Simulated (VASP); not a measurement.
# SnO2 (Pnnm) in VASP: notebook

SnO2 is run at these levels: LDA; tasks: single point.

Everything below comes from runs of VASP 6.6.1. Logs are shortened: lines on timing, memory, paths and dates and some standing lists are left out, and cuts for length are marked.

### 1 The cell of the first run

It takes space group Pnnm (No. 58, orthorhombic). Conventional cell: a = 4.623 Å, b = 4.699 Å, c = 3.129 Å, α = 90.00°, β = 90.00°, γ = 90.00°. Within 2.7 Å of Sn (site symmetry 2/m) lie 6 O at 2.02 Å. O (site symmetry m) has 3 Sn at 2.02 Å and 1 O at 2.56 Å within 2.7 Å.

### 2 Single point, LDA

INCAR reads:

```
PREC = Accurate
ENCUT = 520
EDIFF = 1E-7
ISMEAR = 0
SIGMA = 0.01
LREAL = False
LASPH = True
NELM = 80
ALGO = Normal
ISIF = 2
LWAVE = False
LCHARG = False
GGA = CA
NBANDS = 35
```

KPOINTS reads:

```
Automatic mesh
0
Gamma
  4 4 6
```

POSCAR reads:

```
SnO2
1.0
    4.6227670354      0.0000000000      0.0000000000
    0.0000000000      4.6986332603      0.0000000000
    0.0000000000      0.0000000000      3.1290526156
Sn O
2 4
Direct
    0.5000000000      0.5000000000      0.5000000000
    0.0000000000      0.0000000000      0.0000000000
    0.2918550000      0.3210420000      0.0000000000
    0.7918550000      0.1789580000      0.5000000000
    0.2081450000      0.8210420000      0.5000000000
    0.7081450000      0.6789580000      0.0000000000
```

Potentials or basis: VASP PAW LDA potentials, release 64 (Sn_d, O).

Launch:

```console
$ cat potpaw_LDA.64/Sn_d/POTCAR potpaw_LDA.64/O/POTCAR > POTCAR
$ mpirun -np 1 vasp_std > vasp.out
```

OUTCAR:

```text
PREC = Accurate
   ENCUT = 520
   EDIFF = 1E-7
   ISMEAR = 0
   LREAL = False
   LASPH = True
   NELM = 80
   ISIF = 2
   GGA = CA

 ion  position               nearest neighbor table
   1  0.500  0.500  0.500-   3 2.02   6 2.02   3 2.02   6 2.02   5 2.02   4 2.02   2 3.65   2 3.65
                             2 3.65   2 3.65   2 3.65   2 3.65   2 3.65   2 3.65
   2  0.000  0.000  0.000-   4 2.02   5 2.02   4 2.02   5 2.02   3 2.02   6 2.02   1 3.65   1 3.65
                             1 3.65   1 3.65   1 3.65   1 3.65   1 3.65   1 3.65
   3  0.292  0.321  0.000-   1 2.02   1 2.02   2 2.02
   4  0.792  0.179  0.500-   2 2.02   2 2.02   1 2.02
   5  0.208  0.821  0.500-   2 2.02   2 2.02   1 2.02
   6  0.708  0.679  0.000-   1 2.02   1 2.02   2 2.02

  LATTYP: Found a simple orthorhombic cell.
 ALAT       =     3.1290526156
 B/A-ratio  =     1.4773695439
 C/A-ratio  =     1.5016152930

  Lattice vectors:

 A1 = (   0.0000000000,   0.0000000000,   3.1290526156)
 A2 = (   4.6227670354,   0.0000000000,   0.0000000000)
 A3 = (   0.0000000000,   4.6986332603,   0.0000000000)

Analysis of symmetry for initial positions (statically):
=====================================================================
 Subroutine PRICEL returns:
 Original cell was already a primitive cell.

 Routine SETGRP: Setting up the symmetry group for a
 simple orthorhombic supercell.

 Subroutine GETGRP returns: Found  8 space group operations
 (whereof  4 operations were pure point group operations)
 out of a pool of  8 trial point group operations.

The static configuration has the point symmetry C_2h.
 The point group associated with its full space group is D_2h.

Analysis of symmetry for dynamics (positions and initial velocities):
=====================================================================
 Subroutine PRICEL returns:
 Original cell was already a primitive cell.

 Routine SETGRP: Setting up the symmetry group for a
 simple orthorhombic supercell.

 Subroutine GETGRP returns: Found  8 space group operations
 (whereof  4 operations were pure point group operations)
 out of a pool of  8 trial point group operations.

The dynamic configuration has the point symmetry C_2h.
 The point group associated with its full space group is D_2h.

 Subroutine INISYM returns: Found  8 space group operations
 (whereof  4 operations are pure point group operations),
 and found     1 'primitive' translations

----------------------------------------------------------------------------------------

                                     Primitive cell
[... 104 lines left out ...]
   NFREE  =      0    steps in history (QN), initial steepest desc. (CG)
   ISIF   =      2    stress and relaxation
   ISYM   =      2    0-nonsym 1-usesym 2-fastsym
   POTIM  = 0.5000    time-step for ionic-motion
   TEBEG  =    0.0;   TEEND  =   0.0 temperature during run
   PSTRESS=    0.0 pullay stress
   NELECT =      52.0000    total number of electrons
   NUPDOWN=      -1.0000    fix difference up-down
   EMIN   =  10.00;   EMAX   =-10.00  energy-range for DOS
   EFERMI =   0.00;   METHOD = LEGACY
   ISMEAR =     0;   SIGMA  =   0.01  broadening in eV -4-tet -1-fermi 0-gaus
   EFERMI_NEDOS =   21; number of points for ismear=-14 and -15
   IALGO  =     38    algorithm
   IMIX   =      4    mixing-type and parameters
     AMIX     =   0.40;   BMIX     =  1.00
     AMIX_MAG =   1.60;   BMIX_MAG =  1.00
  volume/ion in A,a.u.               =      11.33        76.44
  Fermi-wavevector in a.u.,A,eV,Ry     =   1.497317  2.829519 30.503700  2.241959
  Thomas-Fermi vector in A             =   2.609221
   LORBIT       =      0    0 simple, 1 ext, 2 COOP (PROOUT), +10 PAW based schemes
   GGA     = CA    functional components
   LHFCALC =     F    Hartree Fock is set to
   AEXX    =    0.0000 exact exchange contribution
   IVDW    =     0    specifies the selected vdW correction
   LEPSILON=     F    determine dielectric tensor
   LRPA    =     F    only Hartree local field effects (RPA)
 non-spin polarized calculation
 Gauss-broadening in eV      SIGMA  =   0.01
  energy-cutoff  :      520.00
  volume of cell :       67.97
 maximum number of plane-waves:      1856
 NGX is ok and might be reduce to    36
   NGX = 17   NGY = 17   NGZ = 11

 number of electron      51.9999989 magnetization

 Free energy of the ion-electron system (eV)
  ---------------------------------------------------
  ext. energy  EPLUGINS =         0.00000000
  ---------------------------------------------------
  free energy    TOTEN  =       -42.13601921 eV

  energy without entropy =      -42.13601921  energy(sigma->0) =      -42.13601921

 E-fermi :   6.5319     XC(G=0): -12.0746

 val. band max:        6.4221953093   @ k =   0.0000   0.0000   0.0000
 cond. band min:       8.2609295196   @ k =   0.0000   0.0000   0.0000
 fundamental gap:      1.8387342103
 Fermi energy:         6.5318963818

 k-point     1 :       0.0000    0.0000    0.0000
  band No.  band energies     occupation
      1     -14.6180      2.00000
      2     -13.7848      2.00000
      3     -13.3774      2.00000
      4     -13.3635      2.00000
      5     -13.3576      2.00000
      6     -13.2672      2.00000
[... 901 lines left out ...]
     34      18.2750      0.00000
     35      19.3541      0.00000

 [... further k-points ...]

------------------------ aborting loop because EDIFF is reached ----------------------------------------

  FORCE on cell =-STRESS in cart. coord.  units (eV):
  Direction    XX          YY          ZZ          XY          YZ          ZX
  --------------------------------------------------------------------------------------
  -------------------------------------------------------------------------------------
  Total        4.4580531      4.2816097      6.6783184      0.0000000      0.0000000      0.0000000
  in kB      105.0919376    100.9325478    157.4313732      0.0000000      0.0000000      0.0000000
  external PRESSURE =     121.1519529 kB  Pullay stress =       0.0000000 kB

 VOLUME and BASIS-vectors are now :
 -----------------------------------------------------------------------------
  energy-cutoff  :      520.00
  volume of cell :       67.97
      direct lattice vectors                 reciprocal lattice vectors
     4.622767035  0.000000000  0.000000000     0.216320657  0.000000000  0.000000000
     0.000000000  4.698633260  0.000000000     0.000000000  0.212827847  0.000000000
     0.000000000  0.000000000  3.129052616     0.000000000  0.000000000  0.319585550

 POSITION                                       TOTAL-FORCE (eV/Angst)
 -----------------------------------------------------------------------------------
      2.31138      2.34932      1.56453         0.000000      0.000000      0.000000
      0.00000      0.00000      0.00000         0.000000      0.000000      0.000000
      1.34918      1.50846      0.00000        -0.222815     -0.214934      0.000000
      3.66056      0.84086      1.56453        -0.222815      0.214934     -0.000000
      0.96221      3.85778      1.56453         0.222815     -0.214934      0.000000
      3.27359      3.19017      0.00000         0.222815      0.214934     -0.000000
 -----------------------------------------------------------------------------------
    total drift:                                0.000000      0.000000      0.000000

  FREE ENERGIE OF THE ION-ELECTRON SYSTEM (eV)
  ---------------------------------------------------
  free  energy   TOTEN  =       -42.1360192143 eV

  energy  without entropy=      -42.1360192143  energy(sigma->0) =      -42.13601921
```

OSZICAR:

```text
N       E                     dE             d eps       ncg     rms          rms(c)
DAV:   1     0.629403299999E+03    0.62940E+03   -0.25688E+04  2824   0.238E+03
DAV:   2     0.492644557849E+02   -0.58014E+03   -0.54812E+03  2712   0.611E+02
DAV:   3    -0.438620714540E+02   -0.93127E+02   -0.91679E+02  2770   0.207E+02
DAV:   4    -0.483435395238E+02   -0.44815E+01   -0.44516E+01  3174   0.487E+01
DAV:   5    -0.484617477390E+02   -0.11821E+00   -0.11806E+00  3194   0.830E+00    0.164E+01
DAV:   6    -0.421911257348E+02    0.62706E+01   -0.16971E+01  3957   0.639E+01    0.673E+00
DAV:   7    -0.422290070920E+02   -0.37881E-01   -0.20576E+00  2917   0.803E+00    0.328E+00
DAV:   8    -0.421505005208E+02    0.78507E-01   -0.19714E-01  3722   0.470E+00    0.755E-01
DAV:   9    -0.421359048471E+02    0.14596E-01   -0.33564E-02  4031   0.327E+00    0.137E-01
DAV:  10    -0.421360031900E+02   -0.98343E-04   -0.31604E-03  2914   0.415E-01    0.582E-02
DAV:  11    -0.421360196770E+02   -0.16487E-04   -0.16779E-04  3858   0.122E-01    0.198E-02
DAV:  12    -0.421360214309E+02   -0.17539E-05   -0.17136E-05  3515   0.371E-02    0.111E-02
DAV:  13    -0.421360191523E+02    0.22786E-05   -0.77789E-06  3786   0.467E-02    0.160E-03
DAV:  14    -0.421360192143E+02   -0.61943E-07   -0.89334E-07  3401   0.832E-03
   1 F= -.42136019E+02 E0= -.42136019E+02  d E =-.319700E-56
```

It took 1.7 min on 1 thread of Intel Xeon 8259CL, shared host; peak memory 0.19 GiB.

Results:

| Property | Result |
| --- | --- |
| Free energy | -42.1360 eV |
| Pressure | 12.1 GPa |
| Largest force | 0.310 eV/Å |
| Band gap on the k mesh | 1.84 eV |

Forces on the atoms (eV/Å):
```
Sn   0.000  0.000  0.000
Sn   0.000  0.000  0.000
O   -0.223 -0.215  0.000
O   -0.223  0.215  0.000
O    0.223 -0.215  0.000
O    0.223  0.215  0.000
```

Levels at points of the mesh, in eV from the valence-band top:
```
           k point  band 22  band 23  band 24  band 25  band 26  band 27  band 28  band 29  band 30  band 31
(0.00, 0.00, 0.00)    -1.16    -1.12    -0.77    -0.75     0.00     1.84     6.38     6.46     6.55    10.52
(0.50, 0.00, 0.00)    -1.86    -1.13    -1.13    -0.55    -0.55     4.82     4.82     6.93     6.93    11.39
(0.00, 0.50, 0.00)    -2.16    -1.11    -1.11    -0.66    -0.66     4.99     4.99     7.47     7.47    11.19
(0.50, 0.50, 0.00)    -2.08    -1.24    -1.24    -0.87    -0.87     5.33     5.33     7.71     7.71    11.27
(0.00, 0.00, 0.50)    -2.67    -1.78    -1.78    -1.24    -1.24     6.69     6.69     9.90     9.90    10.83
(0.50, 0.00, 0.50)    -1.94    -1.04    -1.04    -0.67    -0.67     7.03     7.03     8.41     8.41    11.03
(0.00, 0.50, 0.50)    -1.58    -1.29    -1.29    -0.56    -0.56     6.91     6.91     8.19     8.19    11.62
(0.50, 0.50, 0.50)    -2.40    -1.00    -1.00    -0.82    -0.82     5.29     5.29     8.91     8.91    11.34
```

Caveat: the cell stands under pressure; spin-orbit coupling is left out, which moves the levels of the heavy elements.

### 3 Single point, LDA

This run uses another cell than the first one, of 11.64 Å³/atom.

INCAR reads:

```
ALGO     = Normal         # electronic algorithm
EDIFF    = 1E-7           # SCF threshold, eV
ENCUT    = 520            # plane-wave cutoff, eV
GGA      = CA             # functional
ISIF     = 2              # what is computed and relaxed
ISMEAR   = 0              # smearing method
LASPH    = True           # aspherical terms in the spheres
LCHARG   = True           # write CHGCAR
LELF     = True           # ELF
LREAL    = False          # projectors in reciprocal space
LVHAR    = True         
LWAVE    = False          # write WAVECAR
NBANDS   = 35             # bands
NELM     = 80             # most SCF steps
PREC     = Accurate       # precision mode
SIGMA    = 0.01           # smearing width, eV
```

KPOINTS reads:

```
k-points
0
Gamma
  4 4 6
```

POSCAR: that of step 2 with these lines changed.

```diff
@@ -2,5 +2,5 @@
 1.0
-    4.6227670354      0.0000000000      0.0000000000
-    0.0000000000      4.6986332603      0.0000000000
-    0.0000000000      0.0000000000      3.1290526156
+    4.6651801113      0.0000000000      0.0000000000
+    0.0000000000      4.7417423955      0.0000000000
+    0.0000000000      0.0000000000      3.1577611239
 Sn O
```

Potentials or basis: VASP PAW LDA potentials, release 64 (Sn_d, O).

Launch:

```console
$ cat potpaw_LDA.64/Sn_d/POTCAR potpaw_LDA.64/O/POTCAR > POTCAR
$ mpirun -np 1 vasp_std > vasp.out
```

OUTCAR:

```text
EDIFF = 1E-7
   ENCUT = 520
   GGA = CA
   ISIF = 2
   ISMEAR = 0
   LASPH = True
   LREAL = False
   NELM = 80
   PREC = Accurate

 ion  position               nearest neighbor table
   1  0.500  0.500  0.500-   3 2.04   6 2.04   3 2.04   6 2.04   5 2.04   4 2.04   2 3.68   2 3.68
                             2 3.68   2 3.68   2 3.68   2 3.68   2 3.68   2 3.68
   2  0.000  0.000  0.000-   4 2.04   5 2.04   4 2.04   5 2.04   3 2.04   6 2.04   1 3.68   1 3.68
[... 1128 lines left out ...]
  -------------------------------------------------------------------------------------
  Total        1.8369438      1.6705124      3.1980442      0.0000000      0.0000000      0.0000000
  in kB       42.1328468     38.3155125     73.3515682      0.0000000      0.0000000      0.0000000
  external PRESSURE =      51.2666425 kB  Pullay stress =       0.0000000 kB

 VOLUME and BASIS-vectors are now :
 -----------------------------------------------------------------------------
  energy-cutoff  :      520.00
  volume of cell :       69.85
      direct lattice vectors                 reciprocal lattice vectors
     4.665180111  0.000000000  0.000000000     0.214353996  0.000000000  0.000000000
     0.000000000  4.741742396  0.000000000     0.000000000  0.210892941  0.000000000
     0.000000000  0.000000000  3.157761124     0.000000000  0.000000000  0.316680066

 POSITION                                       TOTAL-FORCE (eV/Angst)
 -----------------------------------------------------------------------------------
      2.33259      2.37087      1.57888        -0.000000      0.000000      0.000000
      0.00000      0.00000      0.00000        -0.000000      0.000000      0.000000
      1.36156      1.52230      0.00000        -0.112854     -0.155247     -0.000000
      3.69415      0.84857      1.57888        -0.112854      0.155247     -0.000000
      0.97103      3.89317      1.57888         0.112854     -0.155247      0.000000
      3.30362      3.21944      0.00000         0.112854      0.155247      0.000000
 -----------------------------------------------------------------------------------
    total drift:                                0.000000      0.000000      0.000000

  FREE ENERGIE OF THE ION-ELECTRON SYSTEM (eV)
  ---------------------------------------------------
  free  energy   TOTEN  =       -42.2397329707 eV

  energy  without entropy=      -42.2397329707  energy(sigma->0) =      -42.23973297
```

OSZICAR:

```text
N       E                     dE             d eps       ncg     rms          rms(c)
DAV:   1     0.628702335955E+03    0.62870E+03   -0.25505E+04  2768   0.235E+03
DAV:   2     0.512335873743E+02   -0.57747E+03   -0.54409E+03  2704   0.599E+02
DAV:   3    -0.436379113603E+02   -0.94871E+02   -0.93009E+02  2790   0.207E+02
DAV:   4    -0.483392027792E+02   -0.47013E+01   -0.46703E+01  3132   0.497E+01
DAV:   5    -0.484647242327E+02   -0.12552E+00   -0.12533E+00  3158   0.852E+00    0.161E+01
DAV:   6    -0.423025870282E+02    0.61621E+01   -0.16862E+01  3967   0.639E+01    0.653E+00
DAV:   7    -0.423332001758E+02   -0.30613E-01   -0.19846E+00  2897   0.791E+00    0.323E+00
DAV:   8    -0.422541921986E+02    0.79008E-01   -0.20400E-01  3869   0.438E+00    0.735E-01
DAV:   9    -0.422396188330E+02    0.14573E-01   -0.32653E-02  4119   0.311E+00    0.132E-01
DAV:  10    -0.422397158280E+02   -0.96995E-04   -0.31981E-03  3183   0.439E-01    0.511E-02
DAV:  11    -0.422397328139E+02   -0.16986E-04   -0.13975E-04  4047   0.120E-01    0.200E-02
DAV:  12    -0.422397353380E+02   -0.25241E-05   -0.13385E-05  3140   0.280E-02    0.121E-02
DAV:  13    -0.422397328980E+02    0.24400E-05   -0.82568E-06  3719   0.434E-02    0.122E-03
DAV:  14    -0.422397329707E+02   -0.72648E-07   -0.88832E-07  3441   0.777E-03
   1 F= -.42239733E+02 E0= -.42239733E+02  d E =-.440342E-19
```

Wall time 1.9 min (1 thread of Intel Xeon 8259CL, shared host); peak memory 0.2 GiB.

Results:

* Free energy: -42.2397 eV
* Pressure: 5.1 GPa
* Largest force: 0.192 eV/Å
* Band gap on the k mesh: 1.51 eV

Forces in eV/Å, atoms in the order of the input:
```
Sn   0.000  0.000  0.000
Sn   0.000  0.000  0.000
O   -0.113 -0.155  0.000
O   -0.113  0.155  0.000
O    0.113 -0.155  0.000
O    0.113  0.155  0.000
```

Levels at points of the mesh, in eV from the valence-band top:
```
           k point  band 22  band 23  band 24  band 25  band 26  band 27  band 28  band 29  band 30  band 31
(0.00, 0.00, 0.00)    -1.18    -1.15    -0.74    -0.73     0.00     1.51     6.21     6.23     6.40    10.39
(0.50, 0.00, 0.00)    -1.84    -1.14    -1.14    -0.53    -0.53     4.52     4.52     6.79     6.79    11.10
(0.00, 0.50, 0.00)    -2.11    -1.13    -1.13    -0.64    -0.64     4.68     4.68     7.30     7.30    10.90
(0.50, 0.50, 0.00)    -2.02    -1.26    -1.26    -0.84    -0.84     5.02     5.02     7.51     7.51    11.00
(0.00, 0.00, 0.50)    -2.65    -1.71    -1.71    -1.20    -1.20     6.35     6.35     9.71     9.71    10.62
(0.50, 0.00, 0.50)    -1.89    -0.99    -0.99    -0.70    -0.70     6.68     6.68     8.18     8.18    10.79
(0.00, 0.50, 0.50)    -1.55    -1.23    -1.23    -0.59    -0.59     6.57     6.57     7.96     7.96    11.35
(0.50, 0.50, 0.50)    -2.41    -0.96    -0.96    -0.79    -0.79     5.00     5.00     8.78     8.78    11.08
```

Caveat: the cell stands under pressure; spin-orbit coupling is left out, which moves the levels of the heavy elements.

[end of part 1 of 2]
